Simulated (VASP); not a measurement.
# C (P1) in VASP: relaxation of cell and atoms with PBE

Aim: the relaxation of cell and atoms of C with PBE.

Program: VASP 6.6.1. These are calculated values, not measurements. Logs are shortened: lines on timing, memory, paths and dates and some standing lists are left out, and cuts for length are marked.

### Step 1. The cell of the first run

The typed cell holds 12 atoms: a = 4.181 Å, b = 4.503 Å, c = 4.596 Å, α = 91.44°, β = 89.67°, γ = 119.38°.

### Step 2. Relaxation of cell and atoms, PBE

Contents of INCAR:

```
PREC = Accurate ; ENCUT = 600
EDIFF = 1E-7 ; ISMEAR = 0
SIGMA = 0.1 ; LREAL = False
LASPH = True ; NELM = 60
ALGO = Normal ; ISIF = 3
LWAVE = False ; LCHARG = False
GGA = PE ; IBRION = 2
NSW = 80 ; EDIFFG = -0.025
```

Contents of KPOINTS:

```
regular mesh
0
Gamma
  4 4 4
```

Contents of POSCAR:

```
C
1.0
   -4.1808848956      0.0640206615      0.0118317468
    2.1488039392     -3.9566269084     -0.0558286607
   -0.0129375503      0.0598699345      4.5956123666
C
12
Direct
    0.2266339161      0.8125865685      0.3467077227
    0.3954023154      0.1864868742      0.6518368010
    0.0791000876      0.8097138705      0.6535465727
    0.2903727342      0.2117341456      0.3401539927
    0.7684490944      0.1945097058      0.6702813341
    0.5791300311      0.8189980689      0.3297240126
    0.9025522858      0.1911254017      0.3401708693
    0.7437263781      0.8079800544      0.6623027072
    0.9237930670      0.5070254100      0.1656113496
    0.4370658960      0.4835488243      0.8361054951
    0.0718332179      0.4978601052      0.8467058977
    0.5819409764      0.4784309709      0.1568532450
```

Potentials or basis: VASP PAW PBE potentials, release 64 (C).

On the command line:

```
> cat potpaw_PBE.64/C/POTCAR > POTCAR
> mpirun -np 1 vasp_std > vasp.out
```

OUTCAR:

```text
PREC = Accurate
   ENCUT = 600
   EDIFF = 1E-7
   ISMEAR = 0
   LREAL = False
   LASPH = True
   NELM = 60
   ISIF = 3
   GGA = PE
   IBRION = 2
   NSW = 80
   EDIFFG = -0.025

 ion  position               nearest neighbor table
   1  0.227  0.813  0.347-   6 1.46   3 1.53   9 1.56   4 1.68   2 2.01
   2  0.395  0.186  0.652-  10 1.50   4 1.52   5 1.55   3 1.56   1 2.01
   3  0.079  0.810  0.654-   8 1.40   1 1.53   2 1.56  11 1.67
   4  0.290  0.212  0.340-  12 1.50   2 1.52   7 1.58   1 1.68
   5  0.768  0.195  0.670-   2 1.55  11 1.55   7 1.62   8 1.69
   6  0.579  0.819  0.330-   1 1.46   7 1.55   8 1.69  12 1.71
   7  0.903  0.191  0.340-   6 1.55   4 1.58   9 1.61   5 1.62
   8  0.744  0.808  0.662-   3 1.40  10 1.62   5 1.69   6 1.69
   9  0.924  0.507  0.166-  12 1.37   1 1.56  11 1.60   7 1.61
  10  0.437  0.484  0.836-   2 1.50  11 1.56  12 1.60   8 1.62
  11  0.072  0.498  0.847-   5 1.55  10 1.56   9 1.60   3 1.67
  12  0.582  0.478  0.157-   9 1.37   4 1.50  10 1.60   6 1.71

  LATTYP: Found a triclinic cell.
 ALAT       =     4.5028181954
 B/A-ratio  =     0.9286166107
 C/A-ratio  =     1.0206986695
 COS(alpha) =     0.0058434193
 COS(beta)  =     0.0251871952
 COS(gamma) =     0.4906440047

  Lattice vectors:

 A1 = (  -2.1488039392,   3.9566269084,   0.0558286607)
 A2 = (  -4.1808848956,   0.0640206615,   0.0118317468)
 A3 = (  -0.0129375503,   0.0598699345,   4.5956123666)

Analysis of symmetry for initial positions (statically):
=====================================================================
 Subroutine PRICEL returns:
 Original cell was already a primitive cell.

 Routine SETGRP: Setting up the symmetry group for a
 triclinic supercell.

 Subroutine GETGRP returns: Found  1 space group operations
 (whereof  1 operations were pure point group operations)
 out of a pool of  2 trial point group operations.

The static configuration has the point symmetry C_1 .

Analysis of symmetry for dynamics (positions and initial velocities):
=====================================================================
 Subroutine PRICEL returns:
 Original cell was already a primitive cell.

 Routine SETGRP: Setting up the symmetry group for a
 triclinic supercell.

 Subroutine GETGRP returns: Found  1 space group operations
 (whereof  1 operations were pure point group operations)
 out of a pool of  2 trial point group operations.

The dynamic configuration has the point symmetry C_1 .

 Subroutine INISYM returns: Found  1 space group operations
 (whereof  1 operations are pure point group operations),
 and found     1 'primitive' translations

----------------------------------------------------------------------------------------

                                     Primitive cell

  volume of cell :      75.3763

  direct lattice vectors                    reciprocal lattice vectors
    -4.180884896  0.064020662  0.011831747    -0.241186881 -0.131000649  0.001027640
     2.148803939 -3.956626908 -0.055828661    -0.003893872 -0.254901959  0.003309806
    -0.012937550  0.059869934  4.595612367     0.000573650 -0.002759342  0.217636420

  length of vectors
     4.181391771  4.502818195  4.596020541     0.274469193  0.254953183  0.217654668

  position of ions in fractional coordinates (direct lattice)
     0.226633916  0.812586569  0.346707723
     0.395402315  0.186486874  0.651836801
     0.079100088  0.809713870  0.653546573
     0.290372734  0.211734146  0.340153993
     0.768449094  0.194509706  0.670281334
     0.579130031  0.818998069  0.329724013
     0.902552286  0.191125402  0.340170869
     0.743726378  0.807980054  0.662302707
     0.923793067  0.507025410  0.165611350
     0.437065896  0.483548824  0.836105495
     0.071833218  0.497860105  0.846705898
     0.581940976  0.478430971  0.156853245

  ion indices of the primitive-cell ions
   primitive index   ion index
                 1           1
                 2           2
                 3           3
                 4           4
                 5           5
                 6           6
                 7           7
                 8           8
                 9           9
                10          10
                11          11
                12          12

----------------------------------------------------------------------------------------

 KPOINTS: regular mesh

Automatic generation of k-mesh.
 Grid dimensions read from file:
 generate k-points for:    4    4    4

 Generating k-lattice:

  Cartesian coordinates                     Fractional coordinates (reciprocal lattice)
    -0.060296720 -0.032750162  0.000256910     0.250000000 -0.000000000  0.000000000
    -0.000973468 -0.063725490  0.000827452    -0.000000000  0.250000000  0.000000000
     0.000143412 -0.000689836  0.054409105    -0.000000000  0.000000000  0.250000000

  Length of vectors
     0.068617298  0.063738296  0.054413667

  Shift w.r.t. Gamma in fractional coordinates (k-lattice)
     0.000000000  0.000000000  0.000000000

 Subroutine IBZKPT returns following result:
 ===========================================

 Found     36 irreducible k-points:

 Following reciprocal coordinates:
            Coordinates               Weight
  0.000000  0.000000  0.000000      1.000000
  0.250000 -0.000000  0.000000      2.000000
  0.500000 -0.000000  0.000000      1.000000
 -0.000000  0.250000  0.000000      2.000000
  0.250000  0.250000  0.000000      2.000000
  0.500000  0.250000 -0.000000      2.000000
[... 16 lines left out ...]
  0.000000 -0.250000  0.250000      2.000000
  0.250000 -0.250000  0.250000      2.000000
 [... further k-points ...]
   k-points           NKPTS =     36   k-points in BZ     NKDIM =     36   number of bands    NBANDS=     31
   number of dos      NEDOS =    301   number of ions     NIONS =     12
   total plane-waves  NPLWV =  51840
   dimension x,y,z NGX =    36 NGY =   36 NGZ =   40
   dimension x,y,z NGXF=    72 NGYF=   72 NGZF=   80
   ions per type =              12
   NGX,Y,Z   is equivalent  to a cutoff of  14.31, 13.29, 14.47 a.u.
   NGXF,Y,Z  is equivalent  to a cutoff of  28.63, 26.58, 28.94 a.u.
 SYSTEM =  unknown system
   PREC   = accura    normal or accurate (medium, high low for compatibility)
   ISTART =      0    job   : 0-new  1-cont  2-samecut
   ICHARG =      2    charge: 1-file 2-atom 10-const
   ISPIN  =      1    spin polarized calculation?
   LNONCOLLINEAR =      F non collinear calculations
   LSORBIT =      F    spin-orbit coupling
   LASPH  =      T    aspherical Exc in radial PAW
   ENCUT  =  600.0 eV  44.10 Ry    6.64 a.u.   8.35  8.99  9.18*2*pi/ulx,y,z
   NELM   =     60;   NELMIN=  2; NELMDL= -5     # of ELM steps
   EDIFF  = 0.1E-06   stopping-criterion for ELM
   LREAL  =      F    real-space projection
   EDIFFG = -.3E-01   stopping-criterion for IOM
   NSW    =     80    number of steps for IOM
   IBRION =      2    ionic relax: 0-MD 1-quasi-New 2-CG
   NFREE  =      1    steps in history (QN), initial steepest desc. (CG)
   ISIF   =      3    stress and relaxation
   ISYM   =      2    0-nonsym 1-usesym 2-fastsym
   POTIM  = 0.5000    time-step for ionic-motion
   TEBEG  =    0.0;   TEEND  =   0.0 temperature during run
   PSTRESS=    0.0 pullay stress
   NELECT =      48.0000    total number of electrons
   NUPDOWN=      -1.0000    fix difference up-down
   EMIN   =  10.00;   EMAX   =-10.00  energy-range for DOS
   EFERMI =   0.00;   METHOD = LEGACY
   ISMEAR =     0;   SIGMA  =   0.10  broadening in eV -4-tet -1-fermi 0-gaus
   EFERMI_NEDOS =   21; number of points for ismear=-14 and -15
   IALGO  =     38    algorithm
   IMIX   =      4    mixing-type and parameters
     AMIX     =   0.40;   BMIX     =  1.00
     AMIX_MAG =   1.60;   BMIX_MAG =  1.00
  volume/ion in A,a.u.               =       6.28        42.39
  Fermi-wavevector in a.u.,A,eV,Ry     =   1.408457  2.661598 26.990572  1.983751
  Thomas-Fermi vector in A             =   2.530613
   LORBIT       =      0    0 simple, 1 ext, 2 COOP (PROOUT), +10 PAW based schemes
   GGA     = PE    functional components
   LHFCALC =     F    Hartree Fock is set to
   AEXX    =    0.0000 exact exchange contribution
   IVDW    =     0    specifies the selected vdW correction
   LEPSILON=     F    determine dielectric tensor
   LRPA    =     F    only Hartree local field effects (RPA)
 conjugate gradient relaxation of ions
 non-spin polarized calculation
 Gauss-broadening in eV      SIGMA  =   0.10
  energy-cutoff  :      600.00
  volume of cell :       75.38
 maximum number of plane-waves:      2532
 NGX is ok and might be reduce to    36
   NGX = 17   NGY = 17   NGZ = 19

--------------------------------------- Ionic step        1  -------------------------------------------

 number of electron      48.0000000 magnetization

 Free energy of the ion-electron system (eV)
  ---------------------------------------------------
  ext. energy  EPLUGINS =         0.00000000
  ---------------------------------------------------
  free energy    TOTEN  =      -103.48564343 eV

  energy without entropy =     -103.48564343  energy(sigma->0) =     -103.48564343

------------------------ aborting loop because EDIFF is reached ----------------------------------------

  FORCE on cell =-STRESS in cart. coord.  units (eV):
  Direction    XX          YY          ZZ          XY          YZ          ZX
  --------------------------------------------------------------------------------------
  -------------------------------------------------------------------------------------
  Total        7.8392997     -9.9041864     -0.9559776      5.4379728     -6.6049917      1.5246265
  in kB      166.6298799   -210.5205123    -20.3199818    115.5879719   -140.3937873     32.4070180
  external PRESSURE =     -21.4035381 kB  Pullay stress =       0.0000000 kB
[... 33 lines left out ...]
--------------------------------------- Ionic step        2  -------------------------------------------

 number of electron      48.0000000 magnetization

 E-fermi :  10.5011     XC(G=0): -12.6014

 val. band max:       10.4190257199   @ k =   0.5000  -0.0000   0.0000
 cond. band min:      10.5986972473   @ k =   0.5000   0.2500   0.2500
 fundamental gap:      0.1796715274
 Fermi energy:        10.5010898758

 k-point     1 :       0.0000    0.0000    0.0000
  band No.  band energies     occupation
      1     -12.9171      2.00000
      2      -8.1810      2.00000
      3      -8.0568      2.00000
      4      -6.9224      2.00000
      5      -6.4754      2.00000
      6      -4.6903      2.00000
[... 805 lines left out ...]
     30      15.7857      0.00000
     31      16.3004      0.00000

 [... further k-points ...]

------------------------ aborting loop because EDIFF is reached ----------------------------------------

  FORCE on cell =-STRESS in cart. coord.  units (eV):
  Direction    XX          YY          ZZ          XY          YZ          ZX
  --------------------------------------------------------------------------------------
  -------------------------------------------------------------------------------------
  Total       12.7128301     12.1114040      2.9068449     -2.8683130      7.5392352     -1.0673661
  in kB      274.2264819    261.2532126     62.7030983    -61.8719344    162.6276701    -23.0239875
  external PRESSURE =     199.3942643 kB  Pullay stress =       0.0000000 kB
[... 73 lines left out ...]
  FREE ENERGIE OF THE ION-ELECTRON SYSTEM (eV)
  ---------------------------------------------------
  free  energy   TOTEN  =      -105.4125522839 eV

  energy  without entropy=     -105.4125522839  energy(sigma->0) =     -105.41255228

[... ionic steps 4 to 12 ...]

--------------------------------------- Ionic step       13  -------------------------------------------

 number of electron      48.0000004 magnetization

------------------------ aborting loop because EDIFF is reached ----------------------------------------
[... 87 lines left out ...]
--------------------------------------- Ionic step       15  -------------------------------------------

 number of electron      48.0000004 magnetization

 Free energy of the ion-electron system (eV)
  ---------------------------------------------------
  ext. energy  EPLUGINS =         0.00000000
  ---------------------------------------------------
  free energy    TOTEN  =      -105.88748288 eV

  energy without entropy =     -105.88748288  energy(sigma->0) =     -105.88748288

 E-fermi :   9.2690     XC(G=0): -12.6904

 val. band max:        8.7564100272   @ k =   0.0000   0.0000   0.0000
 cond. band min:      11.6906386618   @ k =  -0.0000   0.5000   0.0000
 fundamental gap:      2.9342286346
 Fermi energy:         9.2689941480

 k-point     1 :       0.0000    0.0000    0.0000
  band No.  band energies     occupation
      1     -12.6685      2.00000
      2      -7.5915      2.00000
      3      -7.4658      2.00000
      4      -5.9700      2.00000
      5      -5.2688      2.00000
      6      -4.5785      2.00000
[... 805 lines left out ...]
     30      16.4202      0.00000
     31      16.8605      0.00000

 [... further k-points ...]

------------------------ aborting loop because EDIFF is reached ----------------------------------------

  FORCE on cell =-STRESS in cart. coord.  units (eV):
  Direction    XX          YY          ZZ          XY          YZ          ZX
  --------------------------------------------------------------------------------------
  -------------------------------------------------------------------------------------
  Total        0.0032518      0.0090534     -0.0084298      0.0005984      0.0411306      0.0034559
  in kB        0.0711220      0.1980113     -0.1843731      0.0130886      0.8995911      0.0755866
  external PRESSURE =       0.0282534 kB  Pullay stress =       0.0000000 kB
[... 27 lines left out ...]
  FREE ENERGIE OF THE ION-ELECTRON SYSTEM (eV)
  ---------------------------------------------------
  free  energy   TOTEN  =      -105.8874828849 eV

  energy  without entropy=     -105.8874828849  energy(sigma->0) =     -105.88748288

 reached required accuracy - stopping structural energy minimisation
```

Wall time 6 min (1 thread of Intel Xeon 6975P-C (Granite Rapids), shared host); peak memory 0.25 GiB.

What came out:

| Quantity | Value |
| --- | --- |
| Free energy | -105.8875 eV |
| Relaxed volume | 6.10 Å³/atom |
| Relaxed cell | a = 4.189 Å, b = 4.355 Å, c = 4.580 Å, α = 89.96°, β = 90.00°, γ = 118.74° |
| Space group after relaxing (to 0.1 Å) | Cmme (No. 67) |
| Energy gained by relaxing | 200.2 meV/atom |
| Ionic steps | 15 |
| Pressure after relaxing | 0.0 GPa |
| Largest force after relaxing | 0.022 eV/Å |
| Band gap on the k mesh | 2.93 eV (least direct gap 3.85 eV) |

Forces in eV/Å, atoms in the order of the input:
```
C    0.006  0.018  0.011
C   -0.008 -0.001 -0.014
C    0.000 -0.015  0.006
C    0.006  0.001 -0.014
C    0.005  0.002  0.001
C    0.001  0.003  0.000
C   -0.007  0.010  0.000
C   -0.003 -0.012  0.005
C    0.002  0.002  0.004
C    0.006 -0.014 -0.003
C   -0.005 -0.005  0.018
C   -0.003  0.011 -0.013
```

Step by step:
```csv
step,energy change (eV),largest force (eV/Å),pressure (GPa),volume (Å³)
1,0.0000,8.6534,-2.14,75.38
2,3.5970,7.0618,19.94,74.28
3,-1.9269,2.8446,-7.73,75.07
4,-1.9299,2.7687,-7.81,75.08
5,-1.7618,4.3258,8.53,72.12
6,-2.3207,1.3263,-2.15,73.72
7,-2.3293,1.6047,2.17,72.87
8,-2.3925,0.3848,-0.13,73.27
9,-2.3978,0.2955,0.47,73.16
10,-2.4002,0.1315,0.25,73.20
11,-2.4014,0.0938,-0.01,73.25
12,-2.4014,0.0853,0.01,73.25
13,-2.4017,0.0415,-0.07,73.27
14,-2.4017,0.0360,-0.06,73.27
15,-2.4018,0.0217,0.00,73.25
```

Final structure:
```xyz
12
Lattice="-4.1885 -0.0003 -0.0001 2.0945 -3.8183 0.0018 -0.0003 -0.0016 4.5802" Properties=species:S:1:pos:R:3 pbc="T T T"
C     0.7830   -3.0867    1.5483
C    -1.3111   -0.7337    3.0338
C     1.3111   -3.0842    3.0328
C    -0.7833   -0.7356    1.5495
C    -2.8775   -0.7340    3.0330
C    -0.7831   -3.0864    1.5488
C    -3.4053   -0.7358    1.5487
C    -1.3110   -3.0845    3.0330
C    -2.8687   -1.9108    0.7204
C    -0.7746   -1.9093    3.8615
C     0.7745   -1.9094    3.8606
C    -1.3197   -1.9108    0.7213
```

Levels at points of the mesh, in eV from the valence-band top:
| k point | band 21 | band 22 | band 23 | band 24 | band 25 | band 26 | band 27 | band 28 |
| --- | --- | --- | --- | --- | --- | --- | --- | --- |
| (0.00, 0.00, 0.00) | -1.56 | -0.49 | -0.33 | 0.00 | 3.85 | 4.99 | 5.59 | 6.71 |
| (0.50, 0.00, 0.00) | -3.65 | -3.65 | -2.23 | -2.23 | 6.69 | 6.70 | 7.08 | 7.08 |
| (0.00, 0.50, 0.00) | -3.20 | -2.67 | -2.58 | -1.65 | 2.93 | 4.03 | 5.22 | 6.40 |
| (0.50, 0.50, 0.00) | -3.65 | -3.65 | -2.23 | -2.23 | 6.70 | 6.70 | 7.08 | 7.08 |
| (0.00, 0.00, 0.50) | -2.28 | -1.99 | -1.61 | -1.31 | 4.34 | 4.81 | 6.35 | 6.49 |
| (0.50, 0.00, 0.50) | -3.72 | -3.72 | -3.46 | -3.46 | 4.79 | 4.79 | 6.66 | 6.66 |
| (0.00, 0.50, 0.50) | -3.66 | -3.43 | -3.11 | -0.72 | 3.32 | 4.10 | 4.34 | 7.26 |
| (0.50, 0.50, 0.50) | -3.72 | -3.72 | -3.46 | -3.46 | 4.79 | 4.79 | 6.66 | 6.66 |

Caveat: the k points lie up to 0.43 Å⁻¹ apart in the final cell.
